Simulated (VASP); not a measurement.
Pd: electric field gradients with PBE

Pd:

```xyz
1
Lattice="0.0000 1.9318 1.9318 1.9318 0.0000 1.9318 1.9318 1.9318 0.0000" Properties=species:S:1:pos:R:3 pbc="T T T"
Pd    0.0000    0.0000    0.0000
```

This cell differs from its parent crystal: volume scaled by 0.98.

```json
{"Program": "VASP 6.6.1", "Task": "electric field gradients", "Functional": "PBE", "Potentials or basis": "VASP PAW PBE potentials, release 64 (Pd)", "Cutoff": "520 eV", "k mesh": "18 × 18 × 18", "Occupations": "fermi-dirac, width 0.05 eV", "Spin": "no spin polarisation", "Dipole correction": "no", "Further INCAR settings": "ALGO = Normal; EDIFF = 1e-08; NBANDS = 11"}
```

```yaml
Pressure: 11.7 GPa
Band_gap_on_the_k_mesh: zero (band 5 reaches 10.48 eV, above the bottom of band 6 at 8.83 eV)
```

Levels at points of the mesh, in eV from the Fermi level:
| k point | band 2 | band 3 | band 4 | band 5 | band 6 | band 7 | band 8 | band 9 |
| --- | --- | --- | --- | --- | --- | --- | --- | --- |
| (0.00, 0.00, 0.00) | -2.95 | -2.95 | -2.95 | -1.28 | -1.28 | 17.20 | 22.11 | 22.11 |
| (0.50, 0.00, 0.00) | -3.00 | -3.00 | -0.03 | -0.03 | 0.96 | 7.51 | 16.56 | 21.33 |
| (0.50, 0.50, 0.00) | -5.29 | -0.06 | 0.30 | 0.30 | 3.35 | 11.01 | 13.33 | 13.33 |

Wall time 58 s on 1 thread of AMD EPYC 7R13, on a shared host, peak memory 0.12 GiB.

Caveat: without QUAD_EFG the Cq values of the log hold for a quadrupole moment of 1 mb, not for the nuclei.
